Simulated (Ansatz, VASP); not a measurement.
**CoHg3 in VASP and in Ansatz**

POSCAR

```
CoHg3
1.0
    4.3675622198      0.0000000000      0.0000000000
    0.0000000000      4.3675622198      0.0000000000
    0.0000000000      0.0000000000      4.3675622198
Co Hg
1 3
Direct
    0.0000000000      0.0000000000      0.0000000000
    0.0000000000      0.5000000000      0.5000000000
    0.5000000000      0.0000000000      0.5000000000
    0.5000000000      0.5000000000      0.0000000000
```

Contents of INCAR.step1:

```
SYSTEM = CoHg3
PREC = Accurate ; ENCUT = 660
ISMEAR = 0 ; SIGMA = 0.1
LREAL = .FALSE. ; LASPH = .TRUE.
NELM = 200 ; ISPIN = 2
MAGMOM = 3 0 0 0 ; LMAXMIX = 4
NBANDS = 34 ; GGA = PE
ALGO = Normal ; EDIFF = 1E-5
LWAVE = .TRUE. ; LCHARG = .FALSE.
GGA_COMPAT = .FALSE.
```

INCAR.step2

```
SYSTEM = CoHg3
PREC = Accurate ; ENCUT = 660
EDIFF = 1E-6 ; ISMEAR = 0
SIGMA = 0.1 ; LREAL = .FALSE.
LASPH = .TRUE. ; NELM = 200
ALGO = Normal ; ISIF = 2
LWAVE = .FALSE. ; LCHARG = .FALSE.
ISPIN = 2 ; MAGMOM = 3 0 0 0
LORBIT = 11 ; LMAXMIX = 4
METAGGA = R2SCAN ; LMIXTAU = .TRUE.
NBANDS = 34 ; ISTART = 1
GGA_COMPAT = .FALSE.
```

KPOINTS

```
Automatic mesh
0
G
  4 4 4
  0 0 0
```

Input for Ansatz:

```yaml
crystal:
  lattice:
    - [4.3675622198, 0.0, 0.0]
    - [0.0, 4.3675622198, 0.0]
    - [0.0, 0.0, 4.3675622198]
  atoms:
    - { symbol: Co, position: [0.0, 0.0, 0.0], spin: 3.0 }
    - { symbol: Hg, position: [0.0, 0.5, 0.5] }
    - { symbol: Hg, position: [0.5, 0.0, 0.5] }
    - { symbol: Hg, position: [0.5, 0.5, 0.0] }
basis:
  ecutwfc: 500
kpoints:
  mp_grid: { grid: [4, 4, 4] }
hamiltonian:
  xc: r2scan
scf:
  occupations: { method: gaussian, width: 0.1 }
  lower_state_search: "off"
output:
  forces: true
  stress: true
  eigenvalues: true
  populations: true
magnetization:
  spin_polarized: true
```

Alike in both runs: task single point; functional r2SCAN; k mesh 4 × 4 × 4; occupations gaussian, width 0.1 eV; collinear spin.

```csv
,VASP,Ansatz
version,VASP 6.6.1,Ansatz 0.2.0
potentials or method,"VASP PAW PBE potentials, release 64 (Co, Hg), cutoff 660 eV","scalar-relativistic, plane waves, PAW"
valence electrons in the cell,45,77
```

Ansatz gave:

- gap on the k mesh at the Fermi level (eV): none
- pressure (GPa): -4.5
- net moment per atom (μB): 0.48
- size of the moment on the site where the two differ most (μB): 2.07

Estimate VASP's values.

gap on the k mesh at the Fermi level (eV): none; pressure (GPa): -3.9; net moment per atom (μB): 0.48; size of the moment on the site where the two differ most (μB): 2.04.

VASP's potentials were made for PBE, not for r2SCAN. Site moments also hang on the region over which each program counts them. A gap of «none» marks a metal or a gap that the smearing closes. VASP's potentials hold 45 valence electrons a cell and Ansatz's 77, so a difference there can come from the potentials and not from the codes. Ansatz's warnings: stability check not made.

Neither program's run includes spin-orbit coupling.
